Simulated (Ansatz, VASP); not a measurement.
**One calculation of Nb, two programs**

File INCAR:

```
SYSTEM = Nb
  PREC = Accurate
  ENCUT = 520
  EDIFF = 1E-6
  ISMEAR = 1
  SIGMA = 0.01
  LREAL = .FALSE.
  LASPH = .TRUE.
  NELM = 150
  ALGO = Normal
  ISIF = 2
  LWAVE = .FALSE.
  LCHARG = .FALSE.
  MAGMOM = 0 0 0
  LORBIT = 11
  LSORBIT = .TRUE.
  GGA_COMPAT = .FALSE.
  LORBMOM = .TRUE.
  LMAXMIX = 4
  GGA = PE
  IVDW = 12
  NBANDS = 24
```

The input KPOINTS:

```
Automatic mesh
0
G
  8 8 8
  0 0 0
```

POSCAR

```
Nb
1.0
    0.0000000000      2.0864154149      2.0864154149
    2.0864154149      0.0000000000      2.0864154149
    2.0864154149      2.0864154149      0.0000000000
Nb
1
Direct
    0.0000000000      0.0000000000      0.0000000000
```

Contents of input.yaml:

```yaml
crystal:
  lattice:
    - [0.0, 2.0864154149, 2.0864154149]
    - [2.0864154149, 0.0, 2.0864154149]
    - [2.0864154149, 2.0864154149, 0.0]
  atoms:
    - { symbol: Nb, position: [0.0, 0.0, 0.0] }
kpoints:
  mp_grid: { grid: [8, 8, 8] }
scf:
  occupations: { method: cold, width: 0.01 }
hamiltonian:
  xc: pbe
  dispersion: d3bj
  pseudopotentials: { kind: all_electron, lapw: { basis_error: 0.001 } }
magnetization:
  noncollinear: true
  spin_orbit: true
output:
  forces: true
  stress: true
  eigenvalues: true
```

Change from the starting cell: volume scaled by 0.96.

Alike in both runs: task single point; functional PBE; dispersion D3(BJ); k mesh 8 × 8 × 8; non-collinear spin, spin-orbit coupling.

|  | VASP | Ansatz |
| --- | --- | --- |
| version | VASP 6.6.1 | Ansatz 0.2.0 |
| potentials or method | VASP PAW PBE potentials, release 64 (Nb_sv), cutoff 520 eV | all-electron LAPW, relativistic spinors |
| occupations | methfessel-paxton of order 1, width 0.01 eV | cold, width 0.01 eV |

VASP gave:

| Property | Result |
| --- | --- |
| pressure (GPa) | -2.4 |
| net moment per atom (μB) | 0.00 |

Question: Estimate Ansatz's values.

Answer: Pressure (GPa): -2.1; net moment per atom (μB): 0.00.

Ansatz ran all-electron here, and VASP with PAW potentials.

Noted on Ansatz's run: the k mesh is thin for a metal, which can move the energy by tens of meV per atom.
